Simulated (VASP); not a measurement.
Write the native input for VASP 6.6.1 that does the following.

```yaml
Task: single point
Functional: PBEsol
Potentials_or_basis: VASP PAW PBE potentials, release 64 (K_sv, Br)
Cutoff: 500 eV
k_mesh: 7 × 7 × 7
Occupations: fermi-dirac, width 0.01 eV
Spin: no spin polarisation
Dipole_correction: no
Further_INCAR_settings: ALGO = Normal; EDIFF = 1e-06; NBANDS = 15
```

The structure of KBr lies in POSCAR:

```
KBr
1.0
    0.0000000000      3.2925000000      3.2925000000
    3.2925000000      0.0000000000      3.2925000000
    3.2925000000      3.2925000000      0.0000000000
K Br
1 1
Direct
    0.0000000000      0.0000000000      0.0000000000
    0.5000000000      0.5000000000      0.5000000000
```

These files were run (other wordings do the same):

INCAR

```
SYSTEM = KBr
ALGO = Normal
EDIFF = 1E-6
ENCUT = 500
GGA = PS
GGA_COMPAT = .False.
ISIF = 2
ISMEAR = -1
LASPH = .True.
LCHARG = .False.
LREAL = .False.
LWAVE = .False.
NBANDS = 15
NELM = 120
PREC = Accurate
SIGMA = 0.01
```

KPOINTS

```
k-points
0
Gamma
  7 7 7
  0 0 0
```

Potentials or basis: VASP PAW PBE potentials, release 64 (K_sv, Br).

Run with:

```console
$ cat potpaw_PBE.64/K_sv/POTCAR potpaw_PBE.64/Br/POTCAR > POTCAR
$ mpirun -np 1 vasp_std > vasp.out
```

Results of the run:

```
Pressure               : -0.2 GPa
Band gap on the k mesh : 4.30 eV
```

Caveat: the PAW data sets were made with another functional, which shifts forces and pressure a little.

Wall time 8.8 s on 1 thread of Intel(R) Xeon(R) 6975P-C (Granite Rapids), on a shared host, peak memory 0.2 GiB.
